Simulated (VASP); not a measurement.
# SiC (P1) in VASP: further runs

SiC is run at these levels: r2SCAN; tasks: single point.

Everything below comes from runs of VASP 6.6.1. Logs are shortened: lines on timing, memory, paths and dates and some standing lists are left out, and cuts for length are marked.

## (1) The cell of the first run

The typed cell holds 8 atoms: a = 3.075 Å, b = 3.075 Å, c = 10.101 Å, α = 89.13°, β = 88.26°, γ = 60.00°.

## (2) Single point, r2SCAN

The input, POSCAR:

```
SiC
1.0
   -3.0751950066      0.0000000000      0.0000000000
   -1.5375975033     -2.6631969973      0.0000000000
   -0.3075195007      0.0000000000     10.0963337124
Si C
4 4
Direct
    0.2427281892      0.3333333333      0.9060514413
    0.2927281892      0.3333333333      0.4060514413
    0.6510615225      0.6666666667      0.1560514413
    0.6010615225      0.6666666667      0.6560514413
    0.3239384775      0.3333333333      0.0939485587
    0.2739384775      0.3333333333      0.5939485587
    0.6322718108      0.6666666667      0.3439485587
    0.5822718108      0.6666666667      0.8439485587
```

The input, INCAR.step1:

```
SYSTEM = SiC
PREC     = Accurate       ! precision mode
ENCUT    = 520            ! plane-wave cutoff, eV
ISMEAR   = 0              ! smearing method
SIGMA    = 0.05           ! smearing width, eV
LREAL    = .FALSE.        ! projectors in reciprocal space
LASPH    = .TRUE.         ! aspherical terms in the spheres
NELM     = 80             ! most SCF steps
NBANDS   = 26             ! bands
GGA      = PE             ! functional
ALGO     = Normal         ! electronic algorithm
EDIFF    = 1E-4           ! SCF threshold, eV
LWAVE    = .TRUE.         ! write WAVECAR
LCHARG   = .FALSE.        ! write CHGCAR
```

The input, INCAR.step2:

```
SYSTEM = SiC
PREC     = Accurate       ! precision mode
ENCUT    = 520            ! plane-wave cutoff, eV
EDIFF    = 1E-6           ! SCF threshold, eV
ISMEAR   = 0              ! smearing method
SIGMA    = 0.05           ! smearing width, eV
LREAL    = .FALSE.        ! projectors in reciprocal space
LASPH    = .TRUE.         ! aspherical terms in the spheres
NELM     = 80             ! most SCF steps
ALGO     = Normal         ! electronic algorithm
ISIF     = 2              ! what is computed and relaxed
LWAVE    = .FALSE.        ! write WAVECAR
LCHARG   = .FALSE.        ! write CHGCAR
METAGGA  = R2SCAN         ! meta-GGA
LMIXTAU  = .TRUE.       
NBANDS   = 26             ! bands
ISTART   = 1
```

The input, KPOINTS:

```
regular mesh
0
G
  8 8 3
  0 0 0
```

Potentials or basis: VASP PAW PBE potentials, release 64 (Si, C).

Command:

```console
$ cat potpaw_PBE.64/Si/POTCAR potpaw_PBE.64/C/POTCAR > POTCAR
$ cp INCAR.step1 INCAR
$ mpirun -np 1 vasp_std > vasp.out
$ cp INCAR.step2 INCAR
$ mpirun -np 1 vasp_std > vasp.out
```

OUTCAR:

```text
SYSTEM = SiC
   PREC = Accurate
   ENCUT = 520
   EDIFF = 1E-6
   ISMEAR = 0
   LREAL = .FALSE.
   LASPH = .TRUE.
   NELM = 80
   ISIF = 2
   METAGGA = R2SCAN
   ISTART = 1

 ion  position               nearest neighbor table
   1  0.243  0.333  0.906-   8 1.88   8 1.88   8 1.88   5 1.92   3 2.94   4 3.09   4 3.09   4 3.09
                             3 3.10
   2  0.293  0.333  0.406-   7 1.88   7 1.88   7 1.88   6 1.90   3 3.09   4 3.09   4 3.09   3 3.09
                             3 3.09   4 3.09
   3  0.651  0.667  0.156-   5 1.88   5 1.88   5 1.88   7 1.90   1 2.94   2 3.09   2 3.09   2 3.09
                             1 3.10
   4  0.601  0.667  0.656-   6 1.88   6 1.88   6 1.88   8 1.90   2 3.09   1 3.09   2 3.09   1 3.09
                             1 3.09   2 3.09
   5  0.324  0.333  0.094-   3 1.88   3 1.88   3 1.88   1 1.92
   6  0.274  0.333  0.594-   4 1.88   4 1.88   4 1.88   2 1.90
   7  0.632  0.667  0.344-   2 1.88   2 1.88   2 1.88   3 1.90
   8  0.582  0.667  0.844-   1 1.88   1 1.88   1 1.88   4 1.90

  LATTYP: Found a base centered monoclinic cell.
 ALAT       =     3.0751950066
 B/A-ratio  =     1.7320508076
 C/A-ratio  =     3.2846749235
 COS(beta)  =    -0.0304444130

  Lattice vectors:

 A1 = (   1.5375975033,  -2.6631969973,   0.0000000000)
 A2 = (   1.5375975033,   2.6631969973,   0.0000000000)
 A3 = (  -0.3075195007,   0.0000000000,  10.0963337124)

Analysis of symmetry for initial positions (statically):
=====================================================================
 Subroutine PRICEL returns:
 Original cell was already a primitive cell.

 Routine SETGRP: Setting up the symmetry group for a
 base centered monoclinic supercell.

 Subroutine GETGRP returns: Found  1 space group operations
 (whereof  1 operations were pure point group operations)
 out of a pool of  4 trial point group operations.

The static configuration has the point symmetry C_1 .

Analysis of symmetry for dynamics (positions and initial velocities):
=====================================================================
 Subroutine PRICEL returns:
 Original cell was already a primitive cell.

 Routine SETGRP: Setting up the symmetry group for a
 base centered monoclinic supercell.

 Subroutine GETGRP returns: Found  1 space group operations
 (whereof  1 operations were pure point group operations)
 out of a pool of  4 trial point group operations.

The dynamic configuration has the point symmetry C_1 .

 Subroutine INISYM returns: Found  1 space group operations
 (whereof  1 operations are pure point group operations),
 and found     1 'primitive' translations

----------------------------------------------------------------------------------------

                                     Primitive cell

  volume of cell :      82.6875

  direct lattice vectors                    reciprocal lattice vectors
    -3.075195007  0.000000000  0.000000000    -0.325182630  0.187744279 -0.009904585
    -1.537597503 -2.663196997  0.000000000     0.000000000 -0.375488558  0.000000000
    -0.307519501  0.000000000 10.096333712     0.000000000  0.000000000  0.099045855

  length of vectors
     3.075195007  3.075195007 10.101015923     0.375619166  0.375488558  0.099045855

  position of ions in fractional coordinates (direct lattice)
     0.242728189  0.333333333  0.906051441
     0.292728189  0.333333333  0.406051441
     0.651061523  0.666666667  0.156051441
     0.601061522  0.666666667  0.656051441
     0.323938478  0.333333333  0.093948559
     0.273938478  0.333333333  0.593948559
     0.632271811  0.666666667  0.343948559
     0.582271811  0.666666667  0.843948559

  ion indices of the primitive-cell ions
   primitive index   ion index
                 1           1
                 2           2
                 3           3
                 4           4
                 5           5
                 6           6
                 7           7
                 8           8

----------------------------------------------------------------------------------------

 KPOINTS: regular mesh

Automatic generation of k-mesh.
 Grid dimensions read from file:
 generate k-points for:    8    8    3

 Generating k-lattice:

  Cartesian coordinates                     Fractional coordinates (reciprocal lattice)
    -0.040647829  0.023468035 -0.001238073     0.125000000 -0.000000000 -0.000000000
     0.000000000 -0.046936070  0.000000000     0.000000000  0.125000000  0.000000000
     0.000000000  0.000000000  0.033015285     0.000000000  0.000000000  0.333333333

  Length of vectors
     0.046952396  0.046936070  0.033015285

  Shift w.r.t. Gamma in fractional coordinates (k-lattice)
     0.000000000  0.000000000  0.000000000

 Subroutine IBZKPT returns following result:
 ===========================================

 Found     98 irreducible k-points:

 Following reciprocal coordinates:
            Coordinates               Weight
  0.000000  0.000000  0.000000      1.000000
  0.125000 -0.000000  0.000000      2.000000
 -0.125000 -0.125000  0.000000      2.000000
  0.250000 -0.000000  0.000000      2.000000
 -0.250000 -0.250000  0.000000      2.000000
  0.375000  0.000000  0.000000      2.000000
[... 16 lines left out ...]
  0.500000  0.250000  0.000000      2.000000
 -0.375000  0.250000  0.000000      2.000000
 [... further k-points ...]
   k-points           NKPTS =     98   k-points in BZ     NKDIM =     98   number of bands    NBANDS=     26
   number of dos      NEDOS =    301   number of ions     NIONS =      8
   total plane-waves  NPLWV =  46080
   dimension x,y,z NGX =    24 NGY =   24 NGZ =   80
   dimension x,y,z NGXF=    48 NGYF=   48 NGZF=  160
   ions per type =               4   4
   NGX,Y,Z   is equivalent  to a cutoff of  12.97, 12.97, 13.17 a.u.
   NGXF,Y,Z  is equivalent  to a cutoff of  25.95, 25.95, 26.33 a.u.
 SYSTEM =  SiC
   PREC   = accura    normal or accurate (medium, high low for compatibility)
   ISTART =      1    job   : 0-new  1-cont  2-samecut
   ICHARG =      0    charge: 1-file 2-atom 10-const
   ISPIN  =      1    spin polarized calculation?
   LNONCOLLINEAR =      F non collinear calculations
   LSORBIT =      F    spin-orbit coupling
   LASPH  =      T    aspherical Exc in radial PAW
   ENCUT  =  520.0 eV  38.22 Ry    6.18 a.u.   5.72  5.72 18.78*2*pi/ulx,y,z
   NELM   =     80;   NELMIN=  2; NELMDL=  0     # of ELM steps
   EDIFF  = 0.1E-05   stopping-criterion for ELM
   LREAL  =      F    real-space projection
   EDIFFG = 0.1E-04   stopping-criterion for IOM
   NSW    =      0    number of steps for IOM
   IBRION =     -1    ionic relax: 0-MD 1-quasi-New 2-CG
   NFREE  =      0    steps in history (QN), initial steepest desc. (CG)
   ISIF   =      2    stress and relaxation
   ISYM   =      2    0-nonsym 1-usesym 2-fastsym
   POTIM  = 0.5000    time-step for ionic-motion
   TEBEG  =    0.0;   TEEND  =   0.0 temperature during run
   PSTRESS=    0.0 pullay stress
   NELECT =      32.0000    total number of electrons
   NUPDOWN=      -1.0000    fix difference up-down
   EMIN   =  10.00;   EMAX   =-10.00  energy-range for DOS
   EFERMI =   0.00;   METHOD = LEGACY
   ISMEAR =     0;   SIGMA  =   0.05  broadening in eV -4-tet -1-fermi 0-gaus
   EFERMI_NEDOS =   21; number of points for ismear=-14 and -15
   IALGO  =     38    algorithm
   IMIX   =      4    mixing-type and parameters
     AMIX     =   0.40;   BMIX     =  1.00
     AMIX_MAG =   1.60;   BMIX_MAG =  1.00
  volume/ion in A,a.u.               =      10.34        69.75
  Fermi-wavevector in a.u.,A,eV,Ry     =   1.193012  2.254466 19.364879  1.423278
  Thomas-Fermi vector in A             =   2.329037
   LORBIT       =      0    0 simple, 1 ext, 2 COOP (PROOUT), +10 PAW based schemes
   METAGGA = R2SCAN    functional components
   LHFCALC =     F    Hartree Fock is set to
   AEXX    =    0.0000 exact exchange contribution
   IVDW    =     0    specifies the selected vdW correction
   LEPSILON=     F    determine dielectric tensor
   LRPA    =     F    only Hartree local field effects (RPA)
 non-spin polarized calculation
 Gauss-broadening in eV      SIGMA  =   0.05
  energy-cutoff  :      520.00
  volume of cell :       82.69
 maximum number of plane-waves:      2250
   NGX = 11   NGY = 11   NGZ = 37

 number of electron      32.0000001 magnetization

 Free energy of the ion-electron system (eV)
  ---------------------------------------------------
  ext. energy  EPLUGINS =         0.00000000
  ---------------------------------------------------
  free energy    TOTEN  =       -77.12090186 eV

  energy without entropy =      -77.12090186  energy(sigma->0) =      -77.12090186

 E-fermi :   8.5421     XC(G=0): -11.9334

 val. band max:        8.2923255381   @ k =   0.0000   0.0000   0.0000
 cond. band min:      10.9985613891   @ k =  -0.3750   0.2500   0.0000
 fundamental gap:      2.7062358510
 Fermi energy:         8.5420945463

 k-point     1 :       0.0000    0.0000    0.0000
  band No.  band energies     occupation
      1      -8.2045      2.00000
      2      -6.9738      2.00000
      3      -6.9630      2.00000
      4      -4.5782      2.00000
      5      -0.8307      2.00000
      6       3.5172      2.00000
[... 18 lines left out ...]
     25      16.1016      0.00000
     26      16.2360      0.00000

 k-point     2 :       0.1250   -0.0000    0.0000
  band No.  band energies     occupation
      1      -7.9237      2.00000
      2      -6.7256      2.00000
      3      -6.6677      2.00000
      4      -4.3426      2.00000
      5      -0.5725      2.00000
      6       3.5576      2.00000
[... 18 lines left out ...]
     25      16.4267      0.00000
[... 608 lines left out ...]
     25      18.0233      0.00000
     26      18.1995      0.00000

 k-point    24 :      -0.3750    0.2500    0.0000
  band No.  band energies     occupation
      1      -4.1156      2.00000
      2      -3.5353      2.00000
      3      -3.4249      2.00000
      4      -3.2184      2.00000
      5      -0.0407      2.00000
      6       0.1812      2.00000
[... 18 lines left out ...]
     25      18.2859      0.00000
     26      18.3720      0.00000

 [... further k-points ...]

------------------------ aborting loop because EDIFF is reached ----------------------------------------

  FORCE on cell =-STRESS in cart. coord.  units (eV):
  Direction    XX          YY          ZZ          XY          YZ          ZX
  --------------------------------------------------------------------------------------
  -------------------------------------------------------------------------------------
  Total       -0.4496843     -0.0080964     -0.0835501      0.2936468      0.1226146      2.3517893
  in kB       -8.7132197     -0.1568784     -1.6188930      5.6897887      2.3758180     45.5689828
  external PRESSURE =      -3.4963304 kB  Pullay stress =       0.0000000 kB

 VOLUME and BASIS-vectors are now :
 -----------------------------------------------------------------------------
  energy-cutoff  :      520.00
  volume of cell :       82.69
      direct lattice vectors                 reciprocal lattice vectors
    -3.075195007  0.000000000  0.000000000    -0.325182630  0.187744279 -0.009904585
    -1.537597503 -2.663196997  0.000000000     0.000000000 -0.375488558  0.000000000
    -0.307519501  0.000000000 10.096333712     0.000000000  0.000000000  0.099045855

 POSITION                                       TOTAL-FORCE (eV/Angst)
 -----------------------------------------------------------------------------------
     -1.53760     -0.88773      9.14780        -0.901434      0.042997      0.122598
     -1.53760     -0.88773      4.09963         0.010922     -0.000795     -0.022335
     -3.07520     -1.77546      1.57555         0.103727     -0.043946      0.043375
     -3.07520     -1.77546      6.62371        -0.067473     -0.014284     -0.035279
     -1.53760     -0.88773      0.94854         0.812431      0.065113     -0.131465
     -1.53760     -0.88773      5.99670        -0.003089     -0.002100      0.017892
     -3.07520     -1.77546      3.47262         0.061988      0.005264      0.028675
     -3.07520     -1.77546      8.52079        -0.017073     -0.052251     -0.023462
 -----------------------------------------------------------------------------------
    total drift:                               -0.000574      0.000002      0.000758

  FREE ENERGIE OF THE ION-ELECTRON SYSTEM (eV)
  ---------------------------------------------------
  free  energy   TOTEN  =       -77.1209018556 eV

  energy  without entropy=      -77.1209018556  energy(sigma->0) =      -77.12090186
```

Wall time 8.1 min (1 thread of Intel Xeon 6975P-C (Granite Rapids), shared host); peak memory 0.31 GiB.

Results:

| Property | Result |
| --- | --- |
| Free energy | -77.1209 eV |
| Pressure | -0.3 GPa |
| Largest force | 0.911 eV/Å |
| Band gap on the k mesh | 2.71 eV, indirect (least direct gap 4.46 eV) |

Forces on the atoms (eV/Å):
```
Si  -0.901  0.043  0.123
Si   0.011 -0.001 -0.022
Si   0.104 -0.044  0.043
Si  -0.067 -0.014 -0.035
C    0.812  0.065 -0.131
C   -0.003 -0.002  0.018
C    0.062  0.005  0.029
C   -0.017 -0.052 -0.023
```

Levels at points of the mesh, in eV from the valence-band top:
```
           k point  band 14  band 15  band 16  band 17  band 18  band 19
(0.00, 0.00, 0.00)    -0.32    -0.17     0.00     5.25     6.24     6.35
(0.50, 0.00, 0.00)    -2.68    -2.34    -1.38     3.11     3.41     3.67
(0.50, 0.50, 0.00)    -2.64    -2.28    -1.41     3.04     3.42     3.63
(0.00, 0.50, 0.00)    -2.59    -2.42    -1.40     3.12     3.50     3.59
```

Caveat: the PAW data sets were made with another functional, which shifts forces and pressure a little.

## (3) Single point, r2SCAN

The input, POSCAR:

```
SiC
1.0
   -3.0751950066      0.0000000000      0.0000000000
   -1.5375975033     -2.6631969973      0.0000000000
   -0.9225585020      0.0000000000     10.0963337124
Si C
4 4
Direct
    0.0615179009      0.3333333333      0.9060514413
    0.2115179009      0.3333333333      0.4060514413
    0.6198512343      0.6666666667      0.1560514413
    0.4698512343      0.6666666667      0.6560514413
    0.3051487657      0.3333333333      0.0939485587
    0.1551487657      0.3333333333      0.5939485587
    0.5634820991      0.6666666667      0.3439485587
    0.4134820991      0.6666666667      0.8439485587
```

The input, INCAR.step1:

```
SYSTEM = SiC
  PREC = Accurate
  ENCUT = 520
  ISMEAR = 0
  SIGMA = 0.05
  LREAL = .FALSE.
  LASPH = .TRUE.
  NELM = 60
  NBANDS = 26
  GGA = PE
  ALGO = Normal
  EDIFF = 1E-4
  LWAVE = .TRUE.
  LCHARG = .FALSE.
```

The input, INCAR.step2:

```
SYSTEM = SiC
  PREC = Accurate
  ENCUT = 520
  EDIFF = 1E-6
  ISMEAR = 0
  SIGMA = 0.05
  LREAL = .FALSE.
  LASPH = .TRUE.
  NELM = 60
  ALGO = Normal
  ISIF = 2
  LWAVE = .FALSE.
  LCHARG = .FALSE.
  METAGGA = R2SCAN
  LMIXTAU = .TRUE.
  NBANDS = 26
  ISTART = 1
```

KPOINTS is that of step 2.

Potentials or basis: VASP PAW PBE potentials, release 64 (Si, C).

Command:

```console
$ cat potpaw_PBE.64/Si/POTCAR potpaw_PBE.64/C/POTCAR > POTCAR
$ cp INCAR.step1 INCAR
$ mpirun -np 1 vasp_std > vasp.out
$ cp INCAR.step2 INCAR
$ mpirun -np 1 vasp_std > vasp.out
```

It took 8.4 min on 1 thread of Intel Xeon 6975P-C (Granite Rapids), shared host; peak memory 0.3 GiB.

The run converged. Its results:

| Property | Result |
| --- | --- |
| Free energy | -76.0098 eV |
| Pressure | -1.2 GPa |
| Largest force | 2.088 eV/Å |
| Band gap on the k mesh | 1.61 eV, indirect (least direct gap 2.88 eV) |

Forces in eV/Å, atoms in the order of the input:
```
Si  -2.017  0.234  0.365
Si   0.025 -0.010 -0.132
Si   0.124 -0.294  0.205
Si  -0.143 -0.127 -0.215
C    1.997  0.563 -0.235
C   -0.004 -0.020  0.095
C    0.160  0.046  0.183
C   -0.143 -0.392 -0.265
```

Stress tensor (GPa, compression positive):
```
-6.20  1.51 10.63
 1.51  0.72  2.45
10.63  2.45  1.94
```

Levels at points of the mesh, in eV from the valence-band top:
| k point | band 14 | band 15 | band 16 | band 17 | band 18 | band 19 |
| --- | --- | --- | --- | --- | --- | --- |
| (0.00, 0.00, 0.00) | -0.62 | -0.43 | 0.00 | 4.88 | 5.24 | 6.06 |
| (0.50, 0.00, 0.00) | -2.84 | -2.07 | -1.38 | 1.95 | 3.03 | 3.44 |
| (0.50, 0.50, 0.00) | -2.83 | -1.90 | -1.47 | 2.24 | 2.78 | 3.39 |
| (0.00, 0.50, 0.00) | -2.64 | -2.32 | -1.74 | 2.40 | 3.04 | 3.39 |

Caveat: the PAW data sets were made with another functional, which shifts forces and pressure a little. r2SCAN opens gaps a little over a GGA but as a rule still falls short of measured ones.
